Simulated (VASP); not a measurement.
Runs of VASP 6.6.1 on W. The structure is that of space group Im-3m (No. 229), or close to it. The cells are those of the table. 

```tsv
cell	gap on the mesh (eV)	pressure (GPa)
a = 2.782 Å, angles 109.5°, 1 atom	none	(b)
a = 2.746 Å, angles 109.5°, 1 atom	none	0.7
a = 2.764 Å, angles 109.5°, 1 atom	none	-5.2
a = 2.708 Å, angles 109.5°, 1 atom	none	14.7
a = 2.727 Å, angles 109.5°, 1 atom	none	(a)
```

Alike in all rows: task electric field gradients; level r2SCAN; potentials or basis VASP PAW PBE potentials, release 64 (W_sv); no spin polarisation; k mesh 16 × 16 × 16; cutoff (eV) 520; smearing fermi-dirac 0.03 eV.

Fill in the values left out.

(a) 7.3; (b) -10.7.

Caveats: the PAW data sets were made with another functional, which shifts forces and pressure a little; spin-orbit coupling is left out, which moves the levels of the heavy elements.

A k mesh can miss the band edges, and the runs leave out spin-orbit coupling on W.

A gap of «none» marks levels without a gap at the run's occupations.
